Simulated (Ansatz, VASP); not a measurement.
Two plane-wave programs on BN

```
B N
1.0
     2.50399    0.00000    0.00000
    -1.25200    2.16852    0.00000
     0.00000    0.00000    6.66120
B N
2 2
Cartesian
  0.0000 1.4457 1.6653
  1.2520 0.7228 4.9959
  0.0578 1.4790 4.9959
  1.2520 0.7228 1.6653
```

Alike in both runs: task single point; functional r2SCAN; k mesh 12 × 12 × 4; occupations gaussian, width 0.05 eV; no spin polarisation.

```csv
,VASP,Ansatz
version,VASP 6.6.1,Ansatz 0.2.0
potentials or method,"VASP PAW PBE potentials, release 64 (B, N), cutoff 520 eV","scalar-relativistic, plane waves, PAW"
valence electrons in the cell,16,16
```

```csv
,VASP,Ansatz,Ansatz less VASP
gap on the k mesh at the Fermi level (eV),4.83,4.79,-0.042
least direct gap on the mesh (eV),5.25,5.21,-0.038
pressure (GPa),0.6,0.2,-0.38
"traceless stress, the component that is largest in VASP (GPa)",-2.82,-2.81,+0.010
rms of the force components (eV/Å),1.012,1.018,+0.0064
```

VASP's potentials were made for PBE, not for r2SCAN. Atom by atom the forces differ by 0.006 eV/Å (rms over components).
